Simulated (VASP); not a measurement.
# CaO in VASP: further runs, part 2 of 2

VASP 6.6.1. The steps go on from the part before.

### 3 Single point, PBEsol (film at in-plane strain +0.02)

Input file INCAR:

```
PREC = Accurate ; ENCUT = 520
EDIFF = 1E-7 ; ISMEAR = 0
SIGMA = 0.01 ; LREAL = False
LASPH = True ; NELM = 80
ALGO = Normal ; ISIF = 2
LWAVE = False ; LCHARG = False
GGA = PS ; NBANDS = 15
```

Input file KPOINTS:

```
regular mesh
0
Gamma
  8 8 8
```

Input file POSCAR:

```
CaO
1.0
    2.4312477857      2.4312477857      0.0000000000
   -2.4312477857      2.4312477857      0.0000000000
    0.0000000000      2.4312477857      2.3596432911
Ca O
1 1
Direct
    0.0000000000      0.0000000000      0.0000000000
    0.5000000000      0.5000000000      0.0000000000
```

Potentials or basis: VASP PAW PBE potentials, release 64 (Ca_sv, O).

The run is started by

```sh
> cat potpaw_PBE.64/Ca_sv/POTCAR potpaw_PBE.64/O/POTCAR > POTCAR
> mpirun -np 1 vasp_std > vasp.out
```

It took 27 s on 1 thread of Intel Xeon 6975P-C, shared host; peak memory 0.17 GiB.

It converged, with:

```
Free energy            : -13.3985 eV
Pressure               : -2.4 GPa
Band gap on the k mesh : 3.42 eV, indirect (least direct gap 3.89 eV)
```

Stress tensor (GPa, compression positive):
```
-3.97  0.00  0.00
 0.00 -3.97  0.00
 0.00  0.00  0.74
```

Levels at points of the mesh, in eV from the valence-band top:
| k point | band 4 | band 5 | band 6 | band 7 | band 8 | band 9 | band 10 | band 11 | band 12 | band 13 |
| --- | --- | --- | --- | --- | --- | --- | --- | --- | --- | --- |
| (0.00, 0.00, 0.00) | -18.29 | -15.49 | -0.08 | -0.08 | 0.00 | 4.44 | 6.07 | 6.07 | 6.27 | 7.52 |
| (0.50, 0.00, 0.00) | -18.33 | -14.26 | -2.73 | -1.27 | -1.27 | 6.94 | 8.24 | 8.30 | 8.32 | 10.24 |
| (0.50, 0.50, 0.00) | -18.51 | -15.24 | -1.43 | -0.44 | -0.37 | 3.52 | 7.92 | 8.88 | 9.40 | 9.61 |
| (0.00, 0.00, 0.50) | -18.56 | -15.24 | -1.25 | -0.48 | -0.48 | 3.42 | 7.99 | 8.85 | 9.52 | 9.52 |

Caveat: the cell differs from its parent crystal (film at in-plane strain +0.02); the PAW data sets were made with another functional, which shifts forces and pressure a little.

### 4 Single point, PBEsol

This run uses another cell than the first one, of 13.54 Å³/atom, 0.973 times its volume.

Input file INCAR:

```
SYSTEM = CaO
PREC = Accurate ; ENCUT = 520
EDIFF = 1E-7 ; ISMEAR = -1
SIGMA = 0.05 ; LREAL = .FALSE.
LASPH = .TRUE. ; NELM = 80
ALGO = Normal ; ISIF = 2
LWAVE = .FALSE. ; LCHARG = .FALSE.
GGA = PS ; NBANDS = 15
```

Input file KPOINTS:

```
regular mesh
0
G
  12 12 12
  0 0 0
```

Input file POSCAR:

```
CaO
1.0
    2.3835762605      2.3835762605      0.0000000000
   -2.3835762605      2.3835762605      0.0000000000
    0.0000000000      2.3835762605      2.3835762605
Ca O
1 1
Direct
    0.0000000000      0.0000000000      0.0000000000
    0.5000000000      0.5000000000      0.0000000000
```

The run is started by

```sh
> cat potpaw_PBE.64/Ca_sv/POTCAR potpaw_PBE.64/O/POTCAR > POTCAR
> mpirun -np 1 vasp_std > vasp.out
```

It took 29 s on 1 thread of Intel Xeon 6975P-C, shared host; peak memory 0.18 GiB.

The run converged. Its results:

- Free energy: -13.4108 eV
- Pressure: 0.7 GPa
- Band gap on the k mesh: 3.52 eV, indirect (least direct gap 3.89 eV)

Levels at points of the mesh, in eV from the valence-band top:
```csv
k point,band 6,band 7,band 8,band 9,band 10,band 11
"(0.00, 0.00, 0.00)",0.00,0.00,0.00,4.76,6.25,6.25
"(0.50, 0.00, 0.00)",-2.75,-1.27,-1.27,7.13,8.51,8.51
"(0.50, 0.50, 0.00)",-1.31,-0.37,-0.37,3.52,8.23,9.07
```

Caveat: the PAW data sets were made with another functional, which shifts forces and pressure a little. A k mesh can miss the band edges.

### 5 Relaxation of cell and atoms, PBEsol

Input file INCAR:

```
SYSTEM = CaO
ALGO = Normal
EDIFF = 1E-6
EDIFFG = -0.002
ENCUT = 600
GGA = PS
IBRION = 2
ISIF = 3
ISMEAR = -1
LASPH = .TRUE.
LCHARG = .FALSE.
LREAL = .FALSE.
LWAVE = .FALSE.
NELM = 80
NSW = 100
PREC = Accurate
SIGMA = 0.05
```

Input file KPOINTS:

```
k-points
0
G
  12 12 12
  0 0 0
```

Input file POSCAR:

```
CaO
1.0
    2.4065000000      2.4065000000      0.0000000000
   -2.4065000000      2.4065000000      0.0000000000
    0.0000000000      2.4065000000      2.4065000000
Ca O
1 1
Direct
    0.0000000000      0.0000000000      0.0000000000
    0.5000000000      0.5000000000      0.0000000000
```

The run is started by

```sh
> cat potpaw_PBE.64/Ca_sv/POTCAR potpaw_PBE.64/O/POTCAR > POTCAR
> mpirun -np 1 vasp_std > vasp.out
```

Run time: 58 s. Hardware: 1 thread of Intel Xeon 6975P-C, shared host; peak memory 0.19 GiB.

Results (log left out):

* Free energy: -13.4147 eV
* Relaxed volume: 13.61 Å³/atom
* Relaxed cell: a = 3.376 Å, b = 3.376 Å, c = 3.376 Å, α = 60.00°, β = 60.00°, γ = 90.00°
* Space group after relaxing (to 0.05 Å): Fm-3m (No. 225)
* Energy gained by relaxing: 2.8 meV/atom
* Ionic steps: 3
* Pressure after relaxing: 0.0 GPa
* Band gap on the k mesh: 3.53 eV, indirect (least direct gap 3.90 eV)

The path:
| step | energy change (eV) | largest force (eV/Å) | pressure (GPa) | volume (Å³) |
| --- | --- | --- | --- | --- |
| 1 | 0.0000 | 0.0000 | -2.61 | 27.87 |
| 2 | -0.0047 | 0.0000 | 1.07 | 26.97 |
| 3 | -0.0055 | 0.0000 | 0.00 | 27.21 |

Final structure:
```
Ca O
1.0
     2.38733    2.38733    0.00000
    -2.38733    2.38733    0.00000
     0.00000    2.38733    2.38733
Ca O
1 1
Direct
  0.00000 0.00000 0.00000
  0.50000 0.50000 0.00000
```

Levels at points of the mesh, in eV from the valence-band top:
```tsv
k point	band 4	band 5	band 6	band 7	band 8	band 9	band 10	band 11	band 12
(0.00, 0.00, 0.00)	-18.13	-15.48	0.00	0.00	0.00	4.73	6.24	6.24	6.24
(0.50, 0.00, 0.00)	-18.19	-14.16	-2.74	-1.26	-1.26	7.11	8.48	8.49	8.49
(0.50, 0.50, 0.00)	-18.38	-15.24	-1.31	-0.37	-0.37	3.53	8.19	9.04	9.73
```

Caveat: the PAW data sets were made with another functional, which shifts forces and pressure a little. A k mesh can miss the band edges.

### 6 Overview

```csv
task,cell,k mesh,cutoff (eV),smearing,gap on the mesh (eV),pressure (GPa)
single point,"a = 3.438, b = 3.438, c = 3.385 Å, angles 59.5, 59.5, 90.0°, 2 atoms",8 × 8 × 8,520,gaussian 0.01 eV,3.41,-2.2
single point,"a = 3.438, b = 3.438, c = 3.388 Å, angles 59.5, 59.5, 90.0°, 2 atoms",8 × 8 × 8,520,gaussian 0.01 eV,3.42,-2.4
single point,"a = 3.371 Å, angles 60.0, 60.0, 90.0°, 2 atoms",12 × 12 × 12,520,fermi-dirac 0.05 eV,3.52,0.7
relaxation of cell and atoms,"relaxed from a = 3.403 Å, angles 60.0, 60.0, 90.0°, 2 atoms",12 × 12 × 12,600,fermi-dirac 0.05 eV,3.53,0.0
```

Alike in all rows: level PBEsol; potentials or basis VASP PAW PBE potentials, release 64 (Ca_sv, O); no spin polarisation.

Caveats: the PAW data sets were made with another functional, which shifts forces and pressure a little.

Total energies depend on the potentials used, so only differences within one code and one set of settings carry meaning.
